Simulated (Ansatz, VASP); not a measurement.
**One calculation of Al, two programs**

```
Al
1.0
     2.80625    0.00000    0.00000
    -1.40313    2.43029    0.00000
     0.00000    0.00000    9.30501
Al
4
Direct
  0.00000 0.00000 0.00000
  0.00000 0.00000 0.50000
  0.33333 0.66667 0.25000
  0.66667 0.33333 0.75000
```

Alike in both runs: task single point; functional LDA; k mesh 14 × 14 × 4; occupations fermi-dirac, width 0.1 eV; no spin polarisation.

```csv
,VASP,Ansatz
version,VASP 6.6.1,Ansatz 0.2.0
potentials or method,"VASP PAW LDA potentials, release 64 (Al), cutoff 520 eV","plane waves (420 eV) with PAW, scalar-relativistic"
valence electrons in the cell,12,12
```

|  | VASP | Ansatz | Ansatz less VASP |
| --- | --- | --- | --- |
| pressure (GPa) | 0.1 | 0.0 | -0.08 |
| traceless stress, the component that is largest in VASP (GPa) | 0.23 | 0.23 | +0.008 |

Ansatz warns that its potentials were made for another functional, while VASP's fit it. LDA's correlation is that of Perdew and Zunger in VASP and of Perdew and Wang (1992) in Ansatz.
